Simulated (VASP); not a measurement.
The system is Al2Cu.

```xyz
6
Lattice="-2.9989 2.9989 2.3927 2.9989 -2.9989 2.3927 2.9989 2.9989 -2.3927" Properties=species:S:1:pos:R:3 pbc="T T T"
Al    0.9513    2.0476    0.0000
Al    3.9502    0.9513    0.0000
Al   -0.9513    2.0476    2.3927
Al    2.0476    0.9513    2.3927
Cu    0.0000    0.0000    3.5891
Cu    0.0000    0.0000    1.1964
```

| Quantity | Value |
| --- | --- |
| Program | VASP 6.6.1 |
| Task | relaxation of cell and atoms |
| Functional | LDA |
| Potentials or basis | VASP PAW LDA potentials, release 64 (Al, Cu) |
| Cutoff | 600 eV |
| k mesh | 10 × 10 × 10 |
| Occupations | gaussian, width 0.1 eV |
| Spin | no spin polarisation |

At the start: pressure -2.1 GPa; volume 14.35 Å³/atom.

**Question.** How do energy, volume and symmetry change on relaxing?

**Answer.** Over 12 steps the energy falls by 2.3 meV/atom and the volume is 14.08 Å³/atom (-1.9 %); space group I4/mcm (No. 140, to 0.1 Å) before and after.

The path:
```csv
step,energy change (eV),largest force (eV/Å),pressure (GPa),volume (Å³)
1,0.0000,0.0504,-2.07,86.08
2,-0.0111,0.0244,0.88,83.79
3,-0.0125,0.0311,0.04,84.34
4,-0.0124,0.0305,0.19,84.29
5,-0.0134,0.0281,0.15,84.32
6,-0.0137,0.0256,0.12,84.35
7,-0.0138,0.0247,0.11,84.36
8,-0.0139,0.0117,-0.08,84.50
9,-0.0139,0.0115,-0.09,84.50
10,-0.0140,0.0008,0.05,84.44
11,-0.0140,0.0019,0.02,84.45
12,-0.0140,0.0000,0.00,84.46
```

Final structure:
```
CELL_PARAMETERS angstrom
-2.96937 2.96937 2.39491
2.96937 -2.96937 2.39491
2.96937 2.96937 -2.39491
ATOMIC_POSITIONS crystal
Al 0.34042 0.15958 0.50000
Al 0.15958 0.65958 0.81917
Al 0.84042 0.34042 0.18083
Al 0.65958 0.84042 0.50000
Cu 0.75000 0.75000 0.00000
Cu 0.25000 0.25000 0.00000
```
